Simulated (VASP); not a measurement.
# ZrS2 (P-3m1) in VASP: a series of runs, part 2 of 3

VASP 6.6.1.

## (3) Single point, LDA

This run uses another cell than the first one, of 23.05 Å³/atom.

Contents of INCAR:

```
ALGO = Normal ; EDIFF = 1E-6
ENCUT = 500 ; GGA_COMPAT = False
ISIF = 2 ; ISMEAR = 1
LASPH = True ; LCHARG = True
LELF = True ; LREAL = False
LVHAR = True ; LWAVE = False
NBANDS = 19 ; NELM = 120
PREC = Accurate ; SIGMA = 0.01
```

Contents of KPOINTS:

```
k-points
0
Gamma
  6 6 4
```

Contents of POSCAR:

```
ZrS2
1.0
    3.6540937536      0.0000000000      0.0000000000
   -1.8270463818      3.1645375699      0.0000000000
    0.0000000000      0.0000000000      5.9800518479
Zr S
1 2
Direct
    0.0000000000      0.0000000000      0.0000000000
    0.6666666667      0.3333333333      0.7620900000
    0.3333333333      0.6666666667      0.2379100000
```

Potentials or basis: VASP PAW LDA potentials, release 64 (Zr_sv, S).

Launch:

```console
cat potpaw_LDA.64/Zr_sv/POTCAR potpaw_LDA.64/S/POTCAR > POTCAR
mpirun -np 1 vasp_std > vasp.out
```

Run time: 26 s. Hardware: 1 thread of Intel Xeon Platinum 8488C (Sapphire Rapids), shared host; peak memory 0.16 GiB.

Results (log left out):

| Quantity | Value |
| --- | --- |
| Free energy | -23.3468 eV |
| Pressure | -1.8 GPa |
| Largest force | 0.063 eV/Å |
| Band gap on the k mesh | 0.93 eV (least direct gap 1.54 eV) |

Forces in eV/Å, atoms in the order of the input:
```
Zr   0.000  0.000  0.000
S    0.000  0.000 -0.063
S    0.000  0.000  0.063
```

Stress tensor (GPa, compression positive):
```
-2.18  0.00  0.00
 0.00 -2.18  0.00
 0.00  0.00 -1.10
```

Levels at points of the mesh, in eV from the valence-band top:
```csv
k point,band 9,band 10,band 11,band 12,band 13,band 14,band 15,band 16
"(0.00, 0.00, 0.00)",-2.84,-0.02,-0.02,-0.02,1.53,1.53,2.39,5.15
"(0.50, 0.00, 0.00)",-2.50,-2.45,-1.71,-1.14,1.13,3.28,3.57,5.90
"(0.00, 0.00, 0.50)",-2.81,-1.70,-0.13,-0.13,1.50,1.50,2.77,5.48
"(0.50, 0.00, 0.50)",-2.62,-2.27,-0.93,-0.76,0.93,3.27,3.56,5.45
```

## (4) Single point, LDA

This run uses another cell than the first one, of 23.76 Å³/atom.

Contents of INCAR:

```
SYSTEM = ZrS2
ALGO = Normal ; EDIFF = 1E-6
ENCUT = 500 ; GGA_COMPAT = .FALSE.
ISIF = 2 ; ISMEAR = 1
LASPH = .TRUE. ; LCHARG = .FALSE.
LREAL = .FALSE. ; LWAVE = .FALSE.
NBANDS = 19 ; NELM = 120
PREC = Accurate ; SIGMA = 0.01
```

Contents of KPOINTS:

```
k-points
0
G
  6 6 4
  0 0 0
```

Contents of POSCAR:

```
ZrS2
1.0
    3.6913830000      0.0000000000      0.0000000000
   -1.8456910000      3.1968310000      0.0000000000
    0.0000000000      0.0000000000      6.0410770000
Zr S
1 2
Direct
    0.0000000000      0.0000000000      0.0000000000
    0.6666666667      0.3333333333      0.7620900000
    0.3333333333      0.6666666667      0.2379100000
```

Potentials or basis: VASP PAW LDA potentials, release 64 (Zr_sv, S).

Launch:

```console
cat potpaw_LDA.64/Zr_sv/POTCAR potpaw_LDA.64/S/POTCAR > POTCAR
mpirun -np 1 vasp_std > vasp.out
```

OUTCAR:

```text
SYSTEM = ZrS2
   EDIFF = 1E-6
   ENCUT = 500
   ISIF = 2
   ISMEAR = 1
   LASPH = .TRUE.
   LREAL = .FALSE.
   NELM = 120
   PREC = Accurate

 ion  position               nearest neighbor table
   1  0.000  0.000  0.000-   3 2.57   2 2.57   3 2.57   2 2.57   2 2.57   3 2.57
   2  0.667  0.333  0.762-   1 2.57   1 2.57   1 2.57
   3  0.333  0.667  0.238-   1 2.57   1 2.57   1 2.57

  LATTYP: Found a hexagonal cell.
 ALAT       =     3.6913830000
 C/A-ratio  =     1.6365348705

  Lattice vectors:

 A1 = (   3.6913830000,   0.0000000000,   0.0000000000)
 A2 = (  -1.8456910000,   3.1968310000,   0.0000000000)
 A3 = (   0.0000000000,   0.0000000000,   6.0410770000)

Analysis of symmetry for initial positions (statically):
=====================================================================
 Subroutine PRICEL returns:
 Original cell was already a primitive cell.

 Routine SETGRP: Setting up the symmetry group for a
 hexagonal supercell.

 Subroutine GETGRP returns: Found 12 space group operations
 (whereof 12 operations were pure point group operations)
 out of a pool of 24 trial point group operations.

The static configuration has the point symmetry D_3d.

Analysis of symmetry for dynamics (positions and initial velocities):
=====================================================================
 Subroutine PRICEL returns:
 Original cell was already a primitive cell.

 Routine SETGRP: Setting up the symmetry group for a
 hexagonal supercell.

 Subroutine GETGRP returns: Found 12 space group operations
 (whereof 12 operations were pure point group operations)
 out of a pool of 24 trial point group operations.

The dynamic configuration has the point symmetry D_3d.

 Subroutine INISYM returns: Found 12 space group operations
 (whereof 12 operations are pure point group operations),
 and found     1 'primitive' translations

----------------------------------------------------------------------------------------

                                     Primitive cell

  volume of cell :      71.2891

  direct lattice vectors                    reciprocal lattice vectors
     3.691383000  0.000000000  0.000000000     0.270901177  0.156404847  0.000000000
    -1.845691000  3.196831000  0.000000000     0.000000000  0.312809779  0.000000000
     0.000000000  0.000000000  6.041077000     0.000000000  0.000000000  0.165533397

  length of vectors
     3.691383000  3.691382358  6.041077000     0.312809725  0.312809779  0.165533397

  position of ions in fractional coordinates (direct lattice)
     0.000000000  0.000000000  0.000000000
     0.666666667  0.333333333  0.762090000
     0.333333333  0.666666667  0.237910000

  ion indices of the primitive-cell ions
   primitive index   ion index
                 1           1
                 2           2
                 3           3

----------------------------------------------------------------------------------------

 KPOINTS: k-points

Automatic generation of k-mesh.
 Grid dimensions read from file:
 generate k-points for:    6    6    4

 Generating k-lattice:

  Cartesian coordinates                     Fractional coordinates (reciprocal lattice)
     0.045150196  0.026067475  0.000000000     0.166666667  0.000000000  0.000000000
     0.000000000  0.052134963  0.000000000     0.000000000  0.166666667  0.000000000
     0.000000000  0.000000000  0.041383349     0.000000000  0.000000000  0.250000000

  Length of vectors
     0.052134954  0.052134963  0.041383349

  Shift w.r.t. Gamma in fractional coordinates (k-lattice)
     0.000000000  0.000000000  0.000000000

 Subroutine IBZKPT returns following result:
 ===========================================

 Found     24 irreducible k-points:

 Following reciprocal coordinates:
            Coordinates               Weight
  0.000000  0.000000  0.000000      1.000000
  0.166667 -0.000000  0.000000      6.000000
  0.333333 -0.000000  0.000000      6.000000
  0.500000  0.000000  0.000000      3.000000
  0.166667  0.166667  0.000000      6.000000
  0.333333  0.166667  0.000000     12.000000
[... 16 lines left out ...]
  0.333333  0.166667  0.500000     12.000000
  0.333333  0.333333  0.500000      2.000000
   k-points           NKPTS =     24   k-points in BZ     NKDIM =     24   number of bands    NBANDS=     19
   number of dos      NEDOS =    301   number of ions     NIONS =      3
   total plane-waves  NPLWV =  37632
   dimension x,y,z NGX =    28 NGY =   28 NGZ =   48
   dimension x,y,z NGXF=    56 NGYF=   56 NGZF=   96
   ions per type =               1   2
   NGX,Y,Z   is equivalent  to a cutoff of  12.61, 12.61, 13.21 a.u.
   NGXF,Y,Z  is equivalent  to a cutoff of  25.22, 25.22, 26.42 a.u.
 SYSTEM =  ZrS2
   PREC   = accura    normal or accurate (medium, high low for compatibility)
   ISTART =      0    job   : 0-new  1-cont  2-samecut
   ICHARG =      2    charge: 1-file 2-atom 10-const
   ISPIN  =      1    spin polarized calculation?
   LNONCOLLINEAR =      F non collinear calculations
   LSORBIT =      F    spin-orbit coupling
   LASPH  =      T    aspherical Exc in radial PAW
   ENCUT  =  500.0 eV  36.75 Ry    6.06 a.u.   6.73  6.73 11.01*2*pi/ulx,y,z
   NELM   =    120;   NELMIN=  2; NELMDL= -5     # of ELM steps
   EDIFF  = 0.1E-05   stopping-criterion for ELM
   LREAL  =      F    real-space projection
   EDIFFG = 0.1E-04   stopping-criterion for IOM
   NSW    =      0    number of steps for IOM
   IBRION =     -1    ionic relax: 0-MD 1-quasi-New 2-CG
   NFREE  =      0    steps in history (QN), initial steepest desc. (CG)
   ISIF   =      2    stress and relaxation
   ISYM   =      2    0-nonsym 1-usesym 2-fastsym
   POTIM  = 0.5000    time-step for ionic-motion
   TEBEG  =    0.0;   TEEND  =   0.0 temperature during run
   PSTRESS=    0.0 pullay stress
   NELECT =      24.0000    total number of electrons
   NUPDOWN=      -1.0000    fix difference up-down
   EMIN   =  10.00;   EMAX   =-10.00  energy-range for DOS
   EFERMI =   0.00;   METHOD = LEGACY
   ISMEAR =     1;   SIGMA  =   0.01  broadening in eV -4-tet -1-fermi 0-gaus
   EFERMI_NEDOS =   21; number of points for ismear=-14 and -15
   IALGO  =     38    algorithm
   IMIX   =      4    mixing-type and parameters
     AMIX     =   0.40;   BMIX     =  1.00
     AMIX_MAG =   1.60;   BMIX_MAG =  1.00
  volume/ion in A,a.u.               =      23.76       160.36
  Fermi-wavevector in a.u.,A,eV,Ry     =   1.138861  2.152136 17.646827  1.297005
  Thomas-Fermi vector in A             =   2.275565
   LORBIT       =      0    0 simple, 1 ext, 2 COOP (PROOUT), +10 PAW based schemes
   GGA     = CA    functional components
   LHFCALC =     F    Hartree Fock is set to
   AEXX    =    0.0000 exact exchange contribution
   IVDW    =     0    specifies the selected vdW correction
   LEPSILON=     F    determine dielectric tensor
   LRPA    =     F    only Hartree local field effects (RPA)
 non-spin polarized calculation
 Methfessel and Paxton  Order N= 1 SIGMA  =   0.01
  energy-cutoff  :      500.00
  volume of cell :       71.29
 maximum number of plane-waves:      1834
 NGX is ok and might be reduce to    28
   NGX = 13   NGY = 13   NGZ = 23

 number of electron      23.9999999 magnetization

 Free energy of the ion-electron system (eV)
  ---------------------------------------------------
  ext. energy  EPLUGINS =         0.00000000
  ---------------------------------------------------
  free energy    TOTEN  =       -23.30533035 eV

  energy without entropy =      -23.30533035  energy(sigma->0) =      -23.30533035

 E-fermi :   3.9897     XC(G=0):  -9.6902

 val. band max:        3.9187442904   @ k =   0.1667  -0.0000   0.0000
 cond. band min:       4.8674705904   @ k =   0.5000   0.0000   0.5000
 fundamental gap:      0.9487263000
 Fermi energy:         3.9897094144

 k-point     1 :       0.0000    0.0000    0.0000
  band No.  band energies     occupation
      1     -44.7403      2.00000
      2     -22.9559      2.00000
      3     -22.8098      2.00000
      4     -22.8098      2.00000
      5      -8.5622      2.00000
      6      -7.1384      2.00000
[... 11 lines left out ...]
     18       9.4239      0.00000
     19       9.6932      0.00000
[... 485 lines left out ...]
 k-point    24 :       0.3333    0.3333    0.5000
  band No.  band energies     occupation
      1     -44.7199      2.00000
      2     -22.9834      2.00000
      3     -22.9834      2.00000
      4     -22.8942      2.00000
      5      -7.2993      2.00000
      6      -7.2993      2.00000
[... 11 lines left out ...]
     18      11.9272      0.00000
     19      12.4188      0.00000

------------------------ aborting loop because EDIFF is reached ----------------------------------------

  FORCE on cell =-STRESS in cart. coord.  units (eV):
  Direction    XX          YY          ZZ          XY          YZ          ZX
  --------------------------------------------------------------------------------------
  -------------------------------------------------------------------------------------
  Total       -2.2159724     -2.2159718     -1.5099672     -0.0000003     -0.0000000      0.0000000
  in kB      -49.8025726    -49.8025585    -33.9355543     -0.0000078     -0.0000000      0.0000000
  external PRESSURE =     -44.5135618 kB  Pullay stress =       0.0000000 kB

 VOLUME and BASIS-vectors are now :
 -----------------------------------------------------------------------------
  energy-cutoff  :      500.00
  volume of cell :       71.29
      direct lattice vectors                 reciprocal lattice vectors
     3.691383000  0.000000000  0.000000000     0.270901177  0.156404847  0.000000000
    -1.845691000  3.196831000  0.000000000     0.000000000  0.312809779  0.000000000
     0.000000000  0.000000000  6.041077000     0.000000000  0.000000000  0.165533397

 POSITION                                       TOTAL-FORCE (eV/Angst)
 -----------------------------------------------------------------------------------
      0.00000      0.00000      0.00000         0.000000      0.000000     -0.000000
      1.84569      1.06561      4.60384        -0.000000      0.000000      0.289169
      0.00000      2.13122      1.43723        -0.000000      0.000000     -0.289169
 -----------------------------------------------------------------------------------
    total drift:                                0.000000      0.000000     -0.000000

  FREE ENERGIE OF THE ION-ELECTRON SYSTEM (eV)
  ---------------------------------------------------
  free  energy   TOTEN  =       -23.3053303451 eV

  energy  without entropy=      -23.3053303451  energy(sigma->0) =      -23.30533035
```

stdout:

```text
POSCAR found type information on POSCAR ZrS
 POSCAR found :  2 types and       3 ions
 scaLAPACK will be used
 LDA part: xc-table for (Slater(with rela. corr.)+CA(PZ))
 , standard interpolation
 POSCAR, INCAR and KPOINTS ok, starting setup
 FFT: planning ... GRIDC
 FFT: planning ... GRID_SOFT
 FFT: planning ... GRID
 WAVECAR not read
 entering main loop
```

Wall time 22 s (1 thread of Intel Xeon Platinum 8488C (Sapphire Rapids), shared host); peak memory 0.17 GiB.

Results:

* Free energy: -23.3053 eV
* Pressure: -4.5 GPa
* Largest force: 0.289 eV/Å
* Band gap on the k mesh: 0.95 eV (least direct gap 1.53 eV)

Forces on the atoms (eV/Å):
```
Zr   0.000  0.000  0.000
S    0.000  0.000  0.289
S    0.000  0.000 -0.289
```

Caveat: the cell stands under tension.

[end of part 2 of 3]
